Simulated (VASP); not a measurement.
Here is a VASP 6.6.1 calculation.

INCAR

```
SYSTEM = TiC
PREC = Accurate ; ENCUT = 600
EDIFF = 1E-7 ; ISMEAR = -1
SIGMA = 0.05 ; LREAL = .False.
LASPH = .True. ; NELM = 80
ALGO = Normal ; ISIF = 3
LWAVE = .False. ; LCHARG = .False.
GGA = RE ; IBRION = 2
NSW = 80 ; EDIFFG = -0.005
```

The input KPOINTS:

```
Automatic mesh
0
Gamma
  11 11 11
  0 0 0
```

The input POSCAR:

```
TiC
1.0
    0.0000000000      2.1657188437      2.1657188437
    2.1657188437      0.0000000000      2.1657188437
    2.1657188437      2.1657188437      0.0000000000
Ti C
1 1
Direct
    0.0000000000      0.0000000000      0.0000000000
    0.5000000000      0.5000000000      0.5000000000
```

Potentials or basis: VASP PAW PBE potentials, release 64 (Ti_sv, C).

The run is started by

```sh
$ cat potpaw_PBE.64/Ti_sv/POTCAR potpaw_PBE.64/C/POTCAR > POTCAR
$ mpirun -np 1 vasp_std > vasp.out
```

Question: Predict the band gap on the k mesh.

Answer: Zero (band 8 reaches 10.02 eV, above the bottom of band 9 at 8.92 eV).

Question: Estimate the relaxed volume.

Answer: 10.31 Å³/atom.

Question: Estimate the relaxed cell.

Answer: a = 3.078 Å, b = 3.078 Å, c = 3.078 Å, α = 60.00°, β = 60.00°, γ = 60.00°.

Question: What does it give for the space group after relaxing (to 0.05 Å)?

Answer: Fm-3m (No. 225).

The path:
| step | energy change (eV) | largest force (eV/Å) | pressure (GPa) | volume (Å³) |
| --- | --- | --- | --- | --- |
| 1 | 0.0000 | 0.0000 | 3.68 | 20.32 |
| 2 | 0.0018 | 0.0000 | -4.29 | 21.01 |
| 3 | -0.0035 | 0.0000 | -0.01 | 20.62 |

Caveat: the PAW data sets were made with another functional, which shifts forces and pressure a little.
